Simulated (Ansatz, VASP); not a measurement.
Two plane-wave programs on MgB2

The input POSCAR:

```
MgB2
1.0
    3.0850000000      0.0000000000      0.0000000000
   -1.5425000000      2.6716883707      0.0000000000
    0.0000000000      0.0000000000      3.5230000000
Mg B
1 2
Direct
    0.0000000000      0.0000000000      0.0000000000
    0.6666666667      0.3333333333      0.5000000000
    0.3333333333      0.6666666667      0.5000000000
```

Contents of INCAR.step1:

```
SYSTEM = MgB2
PREC = Accurate
ENCUT = 520
EDIFF = 1E-5
ISMEAR = -1
SIGMA = 0.05
LREAL = .False.
LASPH = .True.
NELM = 80
ALGO = Normal
ISIF = 2
LWAVE = .True.
LCHARG = .False.
NBANDS = 11
GGA = PE
```

Contents of INCAR.step2:

```
SYSTEM = MgB2
PREC = Accurate
ENCUT = 520
EDIFF = 1E-6
ISMEAR = -1
SIGMA = 0.05
LREAL = .False.
LASPH = .True.
NELM = 80
ALGO = Normal
ISIF = 2
LWAVE = .False.
LCHARG = .False.
GGA = PS
LHFCALC = .True.
AEXX = 0.25
HFSCREEN = 0.207
PRECFOCK = Normal
NBANDS = 11
ISTART = 1
```

Contents of KPOINTS:

```
regular mesh
0
Gamma
  5 5 4
  0 0 0
```

The input input.yaml:

```yaml
crystal:
  lattice:
    - [3.085, 0.0, 0.0]
    - [-1.5425, 2.6716883707, 0.0]
    - [0.0, 0.0, 3.523]
  atoms:
    - { symbol: Mg, position: [0.0, 0.0, 0.0] }
    - { symbol: B, position: [0.6666666667, 0.3333333333, 0.5] }
    - { symbol: B, position: [0.3333333333, 0.6666666667, 0.5] }
hamiltonian:
  xc:
    exchange: hjs_pbesol
    correlation: pbesol
    exx: { coeff: 0.25, omega: 0.207 }
  pseudopotentials: { kind: paw }
kpoints:
  mp_grid: { grid: [5, 5, 4] }
  band_path:
    path:
      - [[0.0, 0.0, 0.0], [0.5, 0.0, 0.0], [0.3333333333, 0.3333333333, 0.0], [0.0, 0.0, 0.0], [0.0, 0.0, 0.5], [0.5, 0.0, 0.5], [0.3333333333, 0.3333333333, 0.5], [0.0, 0.0, 0.5]]
      - [[0.5, 0.0, 0.5], [0.5, 0.0, 0.0]]
      - [[0.3333333333, 0.3333333333, 0.0], [0.3333333333, 0.3333333333, 0.5]]
    npoints: 4
scf:
  occupations: { method: fermi_dirac, width: 0.05 }
  n_extra_bands: 7
output:
  forces: true
  stress: true
  eigenvalues: true
  fatbands: false
```

Alike in both runs: functional PBEsol-based screened hybrid; k mesh 5 × 5 × 4; occupations fermi-dirac, width 0.05 eV; no spin polarisation.

|  | VASP | Ansatz |
| --- | --- | --- |
| version | VASP 6.6.1 | Ansatz 0.2.0 |
| potentials or method | VASP PAW PBE potentials, release 64 (Mg, B) | Ansatz PAW |
| plane-wave cutoff (eV) | 520 | 420 |
| valence electrons in the cell | 8 | 16 |
| task | single point | band structure |

```csv
,VASP,Ansatz,Ansatz less VASP
gap on the k mesh at the Fermi level (eV),none,none,-
pressure (GPa),-4.5,-4.4,+0.07
"traceless stress, the component that is largest in VASP (GPa)",0.00,0.09,+0.090
```

VASP's potentials were made for PBE, not for PBEsol-based screened hybrid. A gap of «none» marks a metal or a gap that the smearing closes. VASP's potentials hold 8 valence electrons a cell and Ansatz's 16, so a difference there can come from the potentials and not from the codes.

The k mesh is coarse, so the values compare programs but aren't converged.
